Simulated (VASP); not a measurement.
# LaScF2 (P4/mmm) in VASP: further runs

The runs below take LaScF2 through single point, relaxation of cell and atoms, with PBE.

Program: VASP 6.6.1. These are calculated values, not measurements. Logs are shortened: lines on timing, memory, paths and dates and some standing lists are left out, and cuts for length are marked.

## 1. The cell of the first run

It takes space group P4/mmm (No. 123, tetragonal). The conventional cell has a = 3.807 Å, b = 3.807 Å, c = 5.218 Å, α = 90.00°, β = 90.00°, γ = 90.00°. Within 3.5 Å of La (site symmetry 4/mmm) lie 4 Sc at 2.69 Å and 8 F at 3.24 Å. Within 2.4 Å of Sc (site symmetry 4/mmm) lie 2 F at 1.80 Å. F (site symmetry 4mm) has 1 F at 1.62 Å and 1 Sc at 1.80 Å within 2.2 Å.

The cell was generated, and may not be a known phase.

## 2. Single point, PBE

INCAR

```
SYSTEM = LaScF2
ALGO = Normal
EDIFF = 1E-6
ENCUT = 600
GGA = PE
GGA_COMPAT = .False.
ISIF = 2
ISMEAR = 0
LASPH = .True.
LCHARG = .False.
LMAXMIX = 6
LREAL = .False.
LWAVE = .False.
NBANDS = 26
NELM = 200
PREC = Accurate
SIGMA = 0.1
```

KPOINTS

```
k-points
0
Gamma
  4 4 4
  0 0 0
```

POSCAR

```
LaScF2
1.0
    3.8071863300      0.0000000000      0.0000000000
    0.0000000000      3.8071863300      0.0000000000
    0.0000000000      0.0000000000      5.2181522300
La Sc F
1 1 2
Direct
    0.0000000000      0.0000000000      0.5000000000
    0.5000000000      0.5000000000      0.5000000000
    0.5000000000      0.5000000000      0.1548083100
    0.5000000000      0.5000000000      0.8451916900
```

Potentials or basis: VASP PAW PBE potentials, release 64 (La, Sc_sv, F).

Run with:

```console
> cat potpaw_PBE.64/La/POTCAR potpaw_PBE.64/Sc_sv/POTCAR potpaw_PBE.64/F/POTCAR > POTCAR
> mpirun -np 1 vasp_std > vasp.out
```

OUTCAR:

```text
SYSTEM = LaScF2
   EDIFF = 1E-6
   ENCUT = 600
   GGA = PE
   ISIF = 2
   ISMEAR = 0
   LASPH = .True.
   LREAL = .False.
   NELM = 200
   PREC = Accurate

 ion  position               nearest neighbor table
   1  0.000  0.000  0.500-   2 2.69   2 2.69   2 2.69   2 2.69
   2  0.500  0.500  0.500-   3 1.80   4 1.80   1 2.69   1 2.69   1 2.69   1 2.69
   3  0.500  0.500  0.155-   4 1.62   2 1.80
   4  0.500  0.500  0.845-   3 1.62   2 1.80

  LATTYP: Found a simple tetragonal cell.
 ALAT       =     3.8071863300
 C/A-ratio  =     1.3706059483

  Lattice vectors:

 A1 = (   3.8071863300,   0.0000000000,   0.0000000000)
 A2 = (   0.0000000000,   3.8071863300,   0.0000000000)
 A3 = (   0.0000000000,   0.0000000000,   5.2181522300)

Analysis of symmetry for initial positions (statically):
=====================================================================
 Subroutine PRICEL returns:
 Original cell was already a primitive cell.

 Routine SETGRP: Setting up the symmetry group for a
 simple tetragonal supercell.

 Subroutine GETGRP returns: Found 16 space group operations
 (whereof 16 operations were pure point group operations)
 out of a pool of 16 trial point group operations.

The static configuration has the point symmetry D_4h.

Analysis of symmetry for dynamics (positions and initial velocities):
=====================================================================
 Subroutine PRICEL returns:
 Original cell was already a primitive cell.

 Routine SETGRP: Setting up the symmetry group for a
 simple tetragonal supercell.

 Subroutine GETGRP returns: Found 16 space group operations
 (whereof 16 operations were pure point group operations)
 out of a pool of 16 trial point group operations.

The dynamic configuration has the point symmetry D_4h.

 Subroutine INISYM returns: Found 16 space group operations
 (whereof 16 operations are pure point group operations),
 and found     1 'primitive' translations

----------------------------------------------------------------------------------------

                                     Primitive cell

  volume of cell :      75.6354

  direct lattice vectors                    reciprocal lattice vectors
     3.807186330  0.000000000  0.000000000     0.262661166  0.000000000  0.000000000
     0.000000000  3.807186330  0.000000000     0.000000000  0.262661166  0.000000000
     0.000000000  0.000000000  5.218152230     0.000000000  0.000000000  0.191638717

  length of vectors
     3.807186330  3.807186330  5.218152230     0.262661166  0.262661166  0.191638717

  position of ions in fractional coordinates (direct lattice)
     0.000000000  0.000000000  0.500000000
     0.500000000  0.500000000  0.500000000
     0.500000000  0.500000000  0.154808310
     0.500000000  0.500000000  0.845191690

  ion indices of the primitive-cell ions
   primitive index   ion index
                 1           1
                 2           2
                 3           3
                 4           4

----------------------------------------------------------------------------------------

 KPOINTS: k-points

Automatic generation of k-mesh.
 Grid dimensions read from file:
 generate k-points for:    4    4    4

 Generating k-lattice:

  Cartesian coordinates                     Fractional coordinates (reciprocal lattice)
     0.065665291  0.000000000  0.000000000     0.250000000  0.000000000  0.000000000
     0.000000000  0.065665291  0.000000000     0.000000000  0.250000000  0.000000000
     0.000000000  0.000000000  0.047909679     0.000000000  0.000000000  0.250000000

  Length of vectors
     0.065665291  0.065665291  0.047909679

  Shift w.r.t. Gamma in fractional coordinates (k-lattice)
     0.000000000  0.000000000  0.000000000

 Subroutine IBZKPT returns following result:
 ===========================================

 Found     18 irreducible k-points:

 Following reciprocal coordinates:
            Coordinates               Weight
  0.000000  0.000000  0.000000      1.000000
  0.250000  0.000000  0.000000      4.000000
  0.500000  0.000000  0.000000      2.000000
  0.250000  0.250000  0.000000      4.000000
  0.500000  0.250000  0.000000      4.000000
  0.500000  0.500000  0.000000      1.000000
[... 10 lines left out ...]
  0.500000  0.250000  0.500000      4.000000
  0.500000  0.500000  0.500000      1.000000
   k-points           NKPTS =     18   k-points in BZ     NKDIM =     18   number of bands    NBANDS=     26
   number of dos      NEDOS =    301   number of ions     NIONS =      4
   total plane-waves  NPLWV =  37800
   dimension x,y,z NGX =    30 NGY =   30 NGZ =   42
   dimension x,y,z NGXF=    60 NGYF=   60 NGZF=   84
   ions per type =               1   1   2
   NGX,Y,Z   is equivalent  to a cutoff of  13.10, 13.10, 13.38 a.u.
   NGXF,Y,Z  is equivalent  to a cutoff of  26.20, 26.20, 26.76 a.u.
 SYSTEM =  LaScF2
   PREC   = accura    normal or accurate (medium, high low for compatibility)
   ISTART =      0    job   : 0-new  1-cont  2-samecut
   ICHARG =      2    charge: 1-file 2-atom 10-const
   ISPIN  =      1    spin polarized calculation?
   LNONCOLLINEAR =      F non collinear calculations
   LSORBIT =      F    spin-orbit coupling
   LASPH  =      T    aspherical Exc in radial PAW
   ENCUT  =  600.0 eV  44.10 Ry    6.64 a.u.   7.60  7.60 10.42*2*pi/ulx,y,z
   NELM   =    200;   NELMIN=  2; NELMDL= -5     # of ELM steps
   EDIFF  = 0.1E-05   stopping-criterion for ELM
   LREAL  =      F    real-space projection
   EDIFFG = 0.1E-04   stopping-criterion for IOM
   NSW    =      0    number of steps for IOM
   IBRION =     -1    ionic relax: 0-MD 1-quasi-New 2-CG
   NFREE  =      0    steps in history (QN), initial steepest desc. (CG)
   ISIF   =      2    stress and relaxation
   ISYM   =      2    0-nonsym 1-usesym 2-fastsym
   POTIM  = 0.5000    time-step for ionic-motion
   TEBEG  =    0.0;   TEEND  =   0.0 temperature during run
   PSTRESS=    0.0 pullay stress
   NELECT =      36.0000    total number of electrons
   NUPDOWN=      -1.0000    fix difference up-down
   EMIN   =  10.00;   EMAX   =-10.00  energy-range for DOS
   EFERMI =   0.00;   METHOD = LEGACY
   ISMEAR =     0;   SIGMA  =   0.10  broadening in eV -4-tet -1-fermi 0-gaus
   EFERMI_NEDOS =   21; number of points for ismear=-14 and -15
   IALGO  =     38    algorithm
   IMIX   =      4    mixing-type and parameters
     AMIX     =   0.40;   BMIX     =  1.00
     AMIX_MAG =   1.60;   BMIX_MAG =  1.00
  volume/ion in A,a.u.               =      18.91       127.60
  Fermi-wavevector in a.u.,A,eV,Ry     =   1.278205  2.415458 22.229323  1.633809
  Thomas-Fermi vector in A             =   2.410761
   LORBIT       =      0    0 simple, 1 ext, 2 COOP (PROOUT), +10 PAW based schemes
   GGA     = PE    functional components
   LHFCALC =     F    Hartree Fock is set to
   AEXX    =    0.0000 exact exchange contribution
   IVDW    =     0    specifies the selected vdW correction
   LEPSILON=     F    determine dielectric tensor
   LRPA    =     F    only Hartree local field effects (RPA)
 non-spin polarized calculation
 Gauss-broadening in eV      SIGMA  =   0.10
  energy-cutoff  :      600.00
  volume of cell :       75.64
 maximum number of plane-waves:      2548
   NGX = 15   NGY = 15   NGZ = 21

 number of electron      36.0000023 magnetization

 Free energy of the ion-electron system (eV)
  ---------------------------------------------------
  ext. energy  EPLUGINS =         0.00000000
  ---------------------------------------------------
  free energy    TOTEN  =       -15.28824907 eV

  energy without entropy =      -15.25805213  energy(sigma->0) =      -15.27315060

 E-fermi :   6.3158     XC(G=0):  -9.2268

 val. band max:        6.3048471067   @ k =   0.5000   0.0000   0.2500
 cond. band min:       6.3198304239   @ k =   0.5000   0.2500   0.5000
 fundamental gap:      0.0149833172
 Fermi energy:         6.3158321618

 k-point     1 :       0.0000    0.0000    0.0000
  band No.  band energies     occupation
      1     -42.0916      2.00000
      2     -26.9720      2.00000
      3     -22.3863      2.00000
      4     -21.0468      2.00000
      5     -21.0468      2.00000
      6     -20.0038      2.00000
[... 18 lines left out ...]
     25       8.1102      0.00000
     26       8.2276      0.00000

 k-point     2 :       0.2500    0.0000    0.0000
  band No.  band energies     occupation
      1     -42.0873      2.00000
      2     -27.0095      2.00000
      3     -22.3786      2.00000
      4     -21.0138      2.00000
      5     -20.9428      2.00000
      6     -19.9978      2.00000
[... 18 lines left out ...]
     25       8.1163      0.00000
     26       8.2526      0.00000

 k-point     3 :       0.5000    0.0000    0.0000
  band No.  band energies     occupation
      1     -42.0829      2.00000
      2     -27.0466      2.00000
      3     -22.3709      2.00000
      4     -20.9803      2.00000
      5     -20.8345      2.00000
      6     -19.9922      2.00000
[... 18 lines left out ...]
     25       8.1977      0.00000
     26       8.2715      0.00000

 k-point     4 :       0.2500    0.2500    0.0000
  band No.  band energies     occupation
      1     -42.0834      2.00000
      2     -26.9909      2.00000
      3     -22.3724      2.00000
      4     -21.1078      2.00000
      5     -20.9084      2.00000
      6     -19.9910      2.00000
[... 18 lines left out ...]
     25       8.0536      0.00000
     26       8.2403      0.00000

 k-point     5 :       0.5000    0.2500    0.0000
  band No.  band energies     occupation
      1     -42.0795      2.00000
      2     -26.9727      2.00000
      3     -22.3662      2.00000
      4     -21.0774      2.00000
      5     -21.0018      2.00000
      6     -19.9839      2.00000
[... 18 lines left out ...]
     25       7.9646      0.00000
     26       8.1607      0.00000

 k-point     6 :       0.5000    0.5000    0.0000
  band No.  band energies     occupation
      1     -42.0761      2.00000
      2     -26.8953      2.00000
      3     -22.3614      2.00000
      4     -21.1711      2.00000
      5     -21.1711      2.00000
      6     -19.9758      2.00000
[... 253 lines left out ...]
 k-point    15 :       0.5000    0.0000    0.5000
  band No.  band energies     occupation
      1     -42.0825      2.00000
      2     -27.0459      2.00000
      3     -22.7930      2.00000
      4     -20.9799      2.00000
      5     -20.8341      2.00000
      6     -17.9958      2.00000
[... 18 lines left out ...]
     25       8.2926      0.00000
     26       8.7763      0.00000

 k-point    16 :       0.2500    0.2500    0.5000
  band No.  band energies     occupation
      1     -42.0830      2.00000
      2     -26.9902      2.00000
      3     -22.7944      2.00000
      4     -21.1073      2.00000
      5     -20.9080      2.00000
      6     -17.9961      2.00000
[... 18 lines left out ...]
     25       8.0860      0.00000
     26       8.2919      0.00000

 k-point    17 :       0.5000    0.2500    0.5000
  band No.  band energies     occupation
      1     -42.0791      2.00000
      2     -26.9720      2.00000
      3     -22.7872      2.00000
      4     -21.0769      2.00000
      5     -21.0014      2.00000
      6     -17.9914      2.00000
[... 18 lines left out ...]
     25       8.0595      0.00000
     26       8.3397      0.00000

 k-point    18 :       0.5000    0.5000    0.5000
  band No.  band energies     occupation
      1     -42.0757      2.00000
      2     -26.8947      2.00000
      3     -22.7814      2.00000
      4     -21.1706      2.00000
      5     -21.1706      2.00000
      6     -17.9870      2.00000
[... 18 lines left out ...]
     25       8.1523      0.00000
     26       8.1548      0.00000

------------------------ aborting loop because EDIFF is reached ----------------------------------------

  FORCE on cell =-STRESS in cart. coord.  units (eV):
  Direction    XX          YY          ZZ          XY          YZ          ZX
  --------------------------------------------------------------------------------------
  -------------------------------------------------------------------------------------
  Total       11.6917478     11.6917478     38.1369039      0.0000000     -0.0000000      0.0000000
  in kB      247.6652146    247.6652146    807.8505142      0.0000000     -0.0000000      0.0000000
  external PRESSURE =     434.3936478 kB  Pullay stress =       0.0000000 kB

 VOLUME and BASIS-vectors are now :
 -----------------------------------------------------------------------------
  energy-cutoff  :      600.00
  volume of cell :       75.64
      direct lattice vectors                 reciprocal lattice vectors
     3.807186330  0.000000000  0.000000000     0.262661166  0.000000000  0.000000000
     0.000000000  3.807186330  0.000000000     0.000000000  0.262661166  0.000000000
     0.000000000  0.000000000  5.218152230     0.000000000  0.000000000  0.191638717

 POSITION                                       TOTAL-FORCE (eV/Angst)
 -----------------------------------------------------------------------------------
      0.00000      0.00000      2.60908         0.000000      0.000000      0.000000
      1.90359      1.90359      2.60908         0.000000      0.000000      0.000000
      1.90359      1.90359      0.80781         0.000000      0.000000      9.212984
      1.90359      1.90359      4.41034         0.000000     -0.000000     -9.212984
 -----------------------------------------------------------------------------------
    total drift:                                0.000000      0.000000      0.000000

  FREE ENERGIE OF THE ION-ELECTRON SYSTEM (eV)
  ---------------------------------------------------
  free  energy   TOTEN  =       -15.2882490695 eV

  energy  without entropy=      -15.2580521287  energy(sigma->0) =      -15.27315060
```

It took 1.9 min on 1 thread of Intel Xeon 8259CL, shared host; peak memory 0.22 GiB.

Results:

- Free energy: -15.2882 eV
- Pressure: 43.4 GPa
- Largest force: 9.213 eV/Å
- Band gap on the k mesh: zero (bands 18 and 19 overlap by 1.66 eV)

Forces on the atoms (eV/Å):
```
La   0.000  0.000  0.000
Sc   0.000  0.000  0.000
F    0.000  0.000  9.213
F    0.000  0.000 -9.213
```

Stress tensor (GPa, compression positive):
```
24.77  0.00  0.00
 0.00 24.77  0.00
 0.00  0.00 80.79
```

Caveat: the k points lie up to 0.41 Å⁻¹ apart, too coarse for converged energies and pressures of a metal; spin-orbit coupling is left out, which moves the levels of the heavy elements; forces of over 1 eV/Å act on the atoms, so gaps and moduli don't describe the material at rest.

## 3. Single point, PBE

This run uses another cell than the first one, of 37.86 Å³/atom.

INCAR

```
  PREC = Accurate
  ENCUT = 600
  EDIFF = 1E-6
  ISMEAR = 0
  SIGMA = 0.1
  LREAL = False
  LASPH = True
  NELM = 200
  ALGO = Normal
  ISIF = 2
  LWAVE = False
  LCHARG = False
  GGA = PE
  NBANDS = 26
  GGA_COMPAT = False
  LMAXMIX = 6
```

KPOINTS

```
regular mesh
0
Gamma
  4 4 4
```

POSCAR

```
LaScF2
1.0
    4.5960179252      0.0000000000      0.0000000000
    0.0000000000      4.5960179252      0.0000000000
    0.0000000000      0.0000000000      7.1697794859
La Sc F
1 1 2
Direct
    0.0000000000      0.0000000000      0.5000000000
    0.5000000000      0.5000000000      0.5000000000
    0.5000000000      0.5000000000      0.2317912330
    0.5000000000      0.5000000000      0.7682087670
```

Potentials or basis: VASP PAW PBE potentials, release 64 (La, Sc_sv, F).

Run with:

```console
> cat potpaw_PBE.64/La/POTCAR potpaw_PBE.64/Sc_sv/POTCAR potpaw_PBE.64/F/POTCAR > POTCAR
> mpirun -np 1 vasp_std > vasp.out
```

Run time: 3.9 min. Hardware: 1 thread of Intel Xeon 8259CL, shared host; peak memory 0.36 GiB.

The run converged. Its results:

```
Free energy            : -21.3933 eV
Pressure               : 0.3 GPa
Largest force          : 0.122 eV/Å
Band gap on the k mesh : zero (bands 18 and 19 overlap by 0.71 eV)
```

Forces on the atoms (eV/Å):
```
La   0.000  0.000  0.000
Sc   0.000  0.000  0.000
F    0.000  0.000 -0.122
F    0.000  0.000  0.122
```

Stress tensor (GPa, compression positive):
```
-0.02  0.00  0.00
 0.00 -0.02  0.00
 0.00  0.00  0.86
```

Levels at points of the mesh, in eV from the Fermi level:
```
           k point  band 16  band 17  band 18  band 19  band 20  band 21
(0.00, 0.00, 0.00)    -4.25    -2.43    -1.44    -0.41     0.74     0.79
(0.50, 0.00, 0.00)    -4.25    -0.55    -0.02     0.63     0.64     0.69
(0.50, 0.50, 0.00)    -4.24    -1.07     0.31     0.74     0.74     0.80
(0.00, 0.00, 0.50)    -4.53    -2.40    -1.44    -0.41     0.78     0.89
(0.50, 0.00, 0.50)    -4.52    -0.55     0.00     0.54     0.64     0.69
(0.50, 0.50, 0.50)    -4.51    -1.07     0.31     0.73     0.73     0.80
```

Caveat: spin-orbit coupling is left out, which moves the levels of the heavy elements.

(Part 1 of 2 ends here.)

The gap in the log of VASP goes by the Fermi energy; the results here count the filled bands.